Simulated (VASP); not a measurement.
# Ge (Fd-3m) in VASP: further runs, part 2 of 2

VASP 6.6.1. The steps go on from the part before.

### 4 Relaxation of cell and atoms, r2SCAN, target pressure 15 GPa, at which the enthalpy is minimised

This run uses another cell than the first one, of 22.85 Å³/atom.

POSCAR

```
Ge
1.0
    2.8377577931      2.8377577931      0.0000000000
   -2.8377577931      2.8377577931      0.0000000000
    0.0000000000      2.8377577931      2.8377577931
Ge
2
Direct
    0.5000000000      0.5000000000      0.0000000000
    0.7500000000      0.2500000000      0.5000000000
```

INCAR.step1

```
PREC     = Accurate       # precision mode
ENCUT    = 600            # plane-wave cutoff, eV
ISMEAR   = 0              # smearing method
SIGMA    = 0.01           # smearing width, eV
LREAL    = F              # projectors in reciprocal space
LASPH    = T              # aspherical terms in the spheres
NELM     = 100            # most SCF steps
GGA      = PE             # functional
ALGO     = Normal         # electronic algorithm
EDIFF    = 1E-4           # SCF threshold, eV
LWAVE    = T              # write WAVECAR
LCHARG   = F              # write CHGCAR
```

INCAR.step2

```
PREC     = Accurate       # precision mode
ENCUT    = 600            # plane-wave cutoff, eV
EDIFF    = 1E-7           # SCF threshold, eV
ISMEAR   = 0              # smearing method
SIGMA    = 0.01           # smearing width, eV
LREAL    = F              # projectors in reciprocal space
LASPH    = T              # aspherical terms in the spheres
NELM     = 100            # most SCF steps
ALGO     = Normal         # electronic algorithm
ISIF     = 3              # what is computed and relaxed
LWAVE    = F              # write WAVECAR
LCHARG   = F              # write CHGCAR
METAGGA  = R2SCAN         # meta-GGA
LMIXTAU  = T            
IBRION   = 2              # ionic algorithm
NSW      = 100            # ionic steps
EDIFFG   = -0.002         # ionic threshold
PSTRESS  = 150.0        
ISTART   = 1
```

KPOINTS

```
regular mesh
0
Gamma
  12 12 12
```

Potentials or basis: VASP PAW PBE potentials, release 64 (Ge_d).

The run is started by

```sh
> cat potpaw_PBE.64/Ge_d/POTCAR > POTCAR
> cp INCAR.step1 INCAR
> mpirun -np 1 vasp_std > vasp.out
> cp INCAR.step2 INCAR
> mpirun -np 1 vasp_std > vasp.out
```

OUTCAR:

```text
PREC = Accurate
   ENCUT = 600
   EDIFF = 1E-7
   ISMEAR = 0
   LREAL = F
   LASPH = T
   NELM = 100
   ISIF = 3
   METAGGA = R2SCAN
   IBRION = 2
   NSW = 100
   EDIFFG = -0.002
   PSTRESS = 150.0
   ISTART = 1

 ion  position               nearest neighbor table
   1  0.500  0.500  0.000-   2 2.46   2 2.46   2 2.46   2 2.46
   2  0.750  0.250  0.500-   1 2.46   1 2.46   1 2.46   1 2.46

  LATTYP: Found a face centered cubic cell.
 ALAT       =     5.6755155862

  Lattice vectors:

 A1 = (   0.0000000000,   2.8377577931,   2.8377577931)
 A2 = (   2.8377577931,   0.0000000000,   2.8377577931)
 A3 = (   2.8377577931,   2.8377577931,   0.0000000000)

[... 408 lines left out ...]
  ---------------------------------------------------
  ext. energy  EPLUGINS =         0.00000000
  ---------------------------------------------------
  free energy    TOTEN  =       -27.48849644 eV

  energy without entropy =      -27.48849644  energy(sigma->0) =      -27.48849644

 E-fermi :   6.3987     XC(G=0): -11.5634

 val. band max:        6.2736542431   @ k =   0.0000   0.0000   0.0000
 cond. band min:       6.8325359076   @ k =  -0.4167   0.4167   0.0000
 fundamental gap:      0.5588816644
 Fermi energy:         6.3987046016

 k-point     1 :       0.0000    0.0000    0.0000
  band No.  band energies     occupation
      1     -19.4858      2.00000
      2     -19.4858      2.00000
      3     -19.4858      2.00000
      4     -19.4343      2.00000
      5     -19.4343      2.00000
      6     -19.1266      2.00000
[... 481 lines left out ...]
      5     -19.3324      2.00000
      6     -19.2380      2.00000
[... 10 lines left out ...]
     17      12.1182      0.00000
     18      12.1377      0.00000

 [... further k-points ...]

------------------------ aborting loop because EDIFF is reached ----------------------------------------

  FORCE on cell =-STRESS in cart. coord.  units (eV):
  Direction    XX          YY          ZZ          XY          YZ          ZX
  --------------------------------------------------------------------------------------
  -------------------------------------------------------------------------------------
  Total        3.6933725      3.6933725      3.6933725      0.0000000      0.0000000      0.0000000
  in kB      150.0980644    150.0980644    150.0980644      0.0000000      0.0000000      0.0000000
  external PRESSURE =       0.0980644 kB  Pullay stress =     150.0000000 kB
[... 21 lines left out ...]
  energy  without entropy=      -27.4884964369  energy(sigma->0) =      -27.48849644

  enthalpy is  TOTEN    =       -23.7975369216 eV   P V=        3.6909595153

 reached required accuracy - stopping structural energy minimisation
```

OUTCAR.step1:

```text
PREC = Accurate
   ENCUT = 600
   ISMEAR = 0
   LREAL = F
   LASPH = T
[... 726 lines left out ...]
 -----------------------------------------------------------------------------------
      0.00000      2.83776      0.00000        -0.000000      0.000000     -0.000000
      1.41888      4.25664      1.41888         0.000000     -0.000000      0.000000
 -----------------------------------------------------------------------------------
    total drift:                               -0.000000     -0.000000     -0.000000

  FREE ENERGIE OF THE ION-ELECTRON SYSTEM (eV)
  ---------------------------------------------------
  free  energy   TOTEN  =        -9.0177664192 eV

  energy  without entropy=       -9.0177574920  energy(sigma->0) =       -9.01776196
```

OSZICAR.step1:

```text
N       E                     dE             d eps       ncg     rms          rms(c)
DAV:   1     0.172993595306E+03    0.17299E+03   -0.16700E+04  2642   0.460E+03
DAV:   2     0.132711951995E+02   -0.15972E+03   -0.15743E+03  2594   0.568E+02
DAV:   3    -0.841849387257E+01   -0.21690E+02   -0.21513E+02  2882   0.155E+02
DAV:   4    -0.909194598292E+01   -0.67345E+00   -0.67256E+00  3024   0.312E+01
DAV:   5    -0.910239007878E+01   -0.10444E-01   -0.10442E-01  2912   0.407E+00    0.316E+00
DAV:   6    -0.904565294671E+01    0.56737E-01   -0.24034E-02  2804   0.170E+00    0.188E+00
DAV:   7    -0.901592499875E+01    0.29728E-01   -0.54593E-02  2758   0.228E+00    0.146E-01
DAV:   8    -0.901760972014E+01   -0.16847E-02   -0.60085E-03  2834   0.109E+00    0.406E-02
DAV:   9    -0.901775148128E+01   -0.14176E-03   -0.25034E-04  2414   0.241E-01    0.146E-02
DAV:  10    -0.901776641925E+01   -0.14938E-04   -0.38502E-05  1838   0.780E-02
   1 F= -.90177664E+01 E0= -.90177620E+01  d E =-.892722E-05
```

Run time: 14 min. Hardware: 1 thread of AMD EPYC 9R45 (Zen 5), shared host; peak memory 0.2 GiB.

Results:

```
Free energy                                                : -27.4885 eV
Relaxed volume                                             : 19.71 Å³/atom
Relaxed cell                                               : a = 3.820 Å, b = 3.820 Å, c = 3.820 Å, α = 60.00°, β = 60.00°, γ = 90.00°
Space group after relaxing (to 0.1 Å)                      : Fd-3m (No. 227)
Energy change on relaxing (the run minimises the enthalpy) : +128.7 meV/atom
Ionic steps                                                : 7
Pressure after relaxing                                    : 15.0 GPa
Band gap on the k mesh                                     : 0.56 eV (least direct gap 1.80 eV)
```

The path:
| step | energy change (eV) | largest force (eV/Å) | pressure (GPa) | volume (Å³) |
| --- | --- | --- | --- | --- |
| 1 | 0.0000 | 0.0000 | 0.09 | 45.70 |
| 2 | 1.4418 | 0.0000 | 49.00 | 33.03 |
| 3 | 0.2358 | 0.0000 | 14.22 | 39.66 |
| 4 | 0.2530 | 0.0000 | 14.86 | 39.47 |
| 5 | 0.2641 | 0.0000 | 15.27 | 39.35 |
| 6 | 0.2483 | 0.0000 | 14.70 | 39.52 |
| 7 | 0.2573 | 0.0000 | 15.01 | 39.42 |

Final structure:
```xyz
2
Lattice="2.7013 2.7013 0.0000 -2.7013 2.7013 0.0000 0.0000 2.7013 2.7013" Properties=species:S:1:pos:R:3 pbc="T T T"
Ge    0.0000    2.7013    0.0000
Ge    1.3507    4.0520    1.3507
```

Caveat: the cell is relaxed towards a set pressure, so the run minimises the enthalpy, not the energy; semilocal functionals underestimate gaps, and a narrow one can read as zero; the PAW data sets were made with another functional, which shifts forces and pressure a little.

### 5 The runs side by side

```tsv
task	cell	cutoff (eV)	gap on the mesh (eV)	pressure (GPa)
single point	a = 4.053 Å, angles 60.0, 60.0, 90.0°, 2 atoms	520	0.03	-1.9
relaxation of cell and atoms	relaxed to 10 GPa from a = 4.013 Å, angles 60.0, 60.0, 90.0°, 2 atoms	600	0.63	10.0
relaxation of cell and atoms	relaxed to 15 GPa from a = 4.013 Å, angles 60.0, 60.0, 90.0°, 2 atoms	600	0.56	15.0
```

Alike in all rows: level r2SCAN; potentials or basis VASP PAW PBE potentials, release 64 (Ge_d); no spin polarisation; k mesh 12 × 12 × 12; smearing gaussian 0.01 eV.

Caveats: semilocal functionals underestimate gaps, and a narrow one can read as zero; the PAW data sets were made with another functional, which shifts forces and pressure a little; the cell is relaxed towards a set pressure, so the run minimises the enthalpy, not the energy (at least some runs).

Total energies depend on the potentials used, so only differences within one code and one set of settings carry meaning.
